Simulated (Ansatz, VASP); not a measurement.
# Li12NO in VASP and in Ansatz

Contents of INCAR:

```
PREC = Accurate
ENCUT = 520
EDIFF = 1E-6
ISMEAR = 0
SIGMA = 0.1
LREAL = False
LASPH = True
NELM = 150
ALGO = Normal
ISIF = 2
LWAVE = False
LCHARG = False
ISPIN = 2
MAGMOM = 0 0 0 0 0 0 0 0 0 0 0 0 1 0
LORBIT = 11
LDIPOL = True
IDIPOL = 3
DIPOL = 0.5 0.5 0.306
GGA = PE
NBANDS = 40
KPAR = 4
```

Contents of KPOINTS:

```
Automatic mesh
0
Gamma
  5 5 1
```

File POSCAR:

```
Li12NO
1.0
    5.9451735978      0.0000000000      0.0000000000
   -1.9817245326      5.6051634218      0.0000000000
    0.0000000000      0.0000000000     22.6831262891
Li N O
12 1 1
Direct
    0.2500000000      0.2500000000      0.1763425354
    0.2500000000      0.7500000000      0.1763425354
    0.7500000000      0.2500000000      0.1763425354
    0.7500000000      0.7500000000      0.1763425354
    0.0000000000      0.0000000000      0.2794233694
    0.0000000000      0.5000000000      0.2794233694
    0.5000000000      0.0000000000      0.2794233694
    0.5000000000      0.5000000000      0.2794233694
    0.2500000000      0.2500000000      0.3828011262
    0.2500000000      0.7500000000      0.3828011262
    0.7500000000      0.2500000000      0.3828011262
    0.7500000000      0.7500000000      0.3828011262
    0.9166666667      0.5833333333      0.4401124502
    0.9611548149      0.6278214816      0.4903609239
```

Input for Ansatz:

```yaml
crystal:
  lattice:
    - [5.9451735978, 0.0, 0.0]
    - [-1.9817245326, 5.6051634218, 0.0]
    - [0.0, 0.0, 22.6831262891]
  atoms:
    - { symbol: Li, position: [0.25, 0.25, 0.1763425354] }
    - { symbol: Li, position: [0.25, 0.75, 0.1763425354] }
    - { symbol: Li, position: [0.75, 0.25, 0.1763425354] }
    - { symbol: Li, position: [0.75, 0.75, 0.1763425354] }
    - { symbol: Li, position: [0.0, 0.0, 0.2794233694] }
    - { symbol: Li, position: [0.0, 0.5, 0.2794233694] }
    - { symbol: Li, position: [0.5, 0.0, 0.2794233694] }
    - { symbol: Li, position: [0.5, 0.5, 0.2794233694] }
    - { symbol: Li, position: [0.25, 0.25, 0.3828011262] }
    - { symbol: Li, position: [0.25, 0.75, 0.3828011262] }
    - { symbol: Li, position: [0.75, 0.25, 0.3828011262] }
    - { symbol: Li, position: [0.75, 0.75, 0.3828011262] }
    - { symbol: "N", position: [0.9166666667, 0.5833333333, 0.4401124502], spin: 1.0 }
    - { symbol: O, position: [0.9611548149, 0.6278214816, 0.4903609239] }
basis:
  ecutwfc: 420
kpoints:
  mp_grid: { grid: [5, 5, 1] }
hamiltonian:
  xc: pbe
scf:
  occupations: { method: gaussian, width: 0.1 }
output:
  forces: true
  eigenvalues: true
  populations: true
magnetization:
  spin_polarized: true
efield:
  axis: 3
  dipole_correction: true
  ramp_width: 0.04
```

Alike in both runs: task single point; functional PBE; k mesh 5 × 5 × 1; occupations gaussian, width 0.1 eV; collinear spin.

|  | VASP | Ansatz |
| --- | --- | --- |
| version | VASP 6.6.1 | Ansatz 0.2.0 |
| potentials or method | VASP PAW PBE potentials, release 64 (Li_sv, N, O), cutoff 520 eV | scalar-relativistic, plane waves, PAW |
| valence electrons in the cell | 47 | 47 |

|  | VASP | Ansatz | Ansatz less VASP |
| --- | --- | --- | --- |
| gap on the k mesh at the Fermi level (eV) | none | none | - |
| rms of the force components (eV/Å) | 1.038 | 0.798 | -0.2399 |
| net moment per atom (μB) | 0.10 | 0.10 | 0.000 |
| size of the moment on the site where the two differ most (μB) | 0.49 | 0.27 | -0.219 |

Site moments also hang on the region over which each program counts them. Atom by atom the forces differ by 0.243 eV/Å (rms over components). A gap of «none» marks a metal or a gap that the smearing closes.

Noted on VASP's run: the cutoff is short for stress, so the pressure is rough; the standard files for N, O and F lose accuracy on very short bonds.
